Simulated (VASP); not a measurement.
Write the native input for VASP 6.6.1 that does the following.

* Task: single point
* Functional: LDA
* Potentials or basis: VASP PAW LDA potentials, release 64 (Ta_sv_GW, N)
* Cutoff: 700 eV
* k mesh: 18 × 18 × 10
* Occupations: gaussian, width 0.15 eV
* Spin: no spin polarisation
* Dipole correction: no
* Further INCAR settings: ALGO = Normal; EDIFF = 1e-06; NBANDS = 22

The structure of Ta2N lies in POSCAR:

```
Ta2N
1.0
    3.0331521400      0.0000000000      0.0000000000
   -1.5165760700      2.6267868068      0.0000000000
    0.0000000000      0.0000000000      5.1381597252
Ta N
2 1
Direct
    0.6666666667      0.3333333333      0.7466885012
    0.3333333333      0.6666666667      0.2533114988
    0.0000000000      0.0000000000      0.0000000000
```

These files were run (other wordings do the same):

INCAR

```
  ALGO = Normal
  EDIFF = 1E-6
  ENCUT = 700
  GGA = CA
  GGA_COMPAT = F
  ISIF = 2
  ISMEAR = 0
  LASPH = T
  LCHARG = F
  LREAL = F
  LWAVE = F
  NBANDS = 22
  NELM = 120
  PREC = Accurate
  SIGMA = 0.15
```

KPOINTS

```
k-points
0
Gamma
  18 18 10
```

Potentials or basis: VASP PAW LDA potentials, release 64 (Ta_sv_GW, N).

Run with:

```sh
$ cat potpaw_LDA.64/Ta_sv_GW/POTCAR potpaw_LDA.64/N/POTCAR > POTCAR
$ mpirun -np 1 vasp_std > vasp.out
```

It gave:

* Pressure: -13.4 GPa
* Largest force: 0.210 eV/Å
* Band gap on the k mesh: zero (an odd number of electrons rules out a gap without spin polarisation)

Caveat: the stress differs along the axes, from -23 to -8 GPa; spin-orbit coupling is left out, which moves the levels of the heavy elements.

Wall time 6.7 min on 1 thread of AMD EPYC 7R13 Processor (Zen 3), with other jobs on the host, peak memory 0.49 GiB.
